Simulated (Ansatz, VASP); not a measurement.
**GaN: VASP beside Ansatz**

```
Ga N
1.0
     3.27281    0.00000    0.00000
    -1.63640    2.83434    0.00000
     0.00000    0.00000    4.90331
Ga N
2 2
Cartesian
  0.0000 1.8896 4.8990
  1.6364 0.9448 2.4473
  0.0000 1.8896 1.8431
  1.6364 0.9448 4.2948
```

Alike in both runs: task single point; functional r2SCAN; k mesh 12 × 12 × 6; occupations gaussian, width 0.05 eV; no spin polarisation.

|  | VASP | Ansatz |
| --- | --- | --- |
| version | VASP 6.6.1 | Ansatz 0.2.0 |
| potentials or method | VASP PAW PBE potentials, release 64 (Ga_d, N), cutoff 520 eV | scalar-relativistic, plane waves, PAW |
| valence electrons in the cell | 36 | 36 |

|  | VASP | Ansatz | Ansatz less VASP |
| --- | --- | --- | --- |
| gap on the k mesh at the Fermi level (eV) | 2.28 | 2.29 | +0.009 |
| least direct gap on the mesh (eV) | 2.28 | 2.29 | +0.009 |
| pressure (GPa) | 3.0 | 2.0 | -0.94 |
| traceless stress, the component that is largest in VASP (GPa) | 23.96 | 23.66 | -0.296 |
| rms of the force components (eV/Å) | 0.726 | 0.705 | -0.0210 |

VASP's potentials were made for PBE, not for r2SCAN. Atom by atom the forces differ by 0.021 eV/Å (rms over components). With one functional, cell and mesh, what is left measures potentials, basis and numerics.
